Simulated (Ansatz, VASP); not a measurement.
## Two plane-wave programs on TaN

```
Ta N
1.0
     0.00000    2.17900    2.17900
     2.17900    0.00000    2.17900
     2.17900    2.17900    0.00000
Ta N
1 1
Direct
  0.50000 0.50000 0.50000
  0.97992 0.97992 0.02008
```

Change from the starting cell: all N atoms moved +0.087 Å, as atom 2 towards its neighbour atom 1 (Ta) at 2.179 Å.

Alike in both runs: task single point; functional r2SCAN; k mesh 18 × 18 × 18; occupations gaussian, width 0.15 eV; no spin polarisation.

|  | VASP | Ansatz |
| --- | --- | --- |
| version | VASP 6.6.1 | Ansatz 0.2.0 |
| potentials or method | VASP PAW PBE potentials, release 64 (Ta_pv, N), cutoff 520 eV | scalar-relativistic, plane waves, PAW |
| valence electrons in the cell | 16 | 18 |

|  | VASP | Ansatz | Ansatz less VASP |
| --- | --- | --- | --- |
| gap on the k mesh at the Fermi level (eV) | none | none | - |
| pressure (GPa) | 13.3 | 11.2 | -2.16 |
| traceless stress, the component that is largest in VASP (GPa) | 2.78 | 2.71 | -0.078 |
| rms of the force components (eV/Å) | 0.459 | 0.470 | +0.0110 |

VASP's potentials were made for PBE, not for r2SCAN. Atom by atom the forces differ by 0.011 eV/Å (rms over components). A gap of «none» marks a metal or a gap that the smearing closes. The functional is the same, so the differences come from potentials, cutoffs and numerics. VASP's potentials hold 16 valence electrons a cell and Ansatz's 18, so a difference there can come from the potentials and not from the codes.

Neither program's run includes spin-orbit coupling.
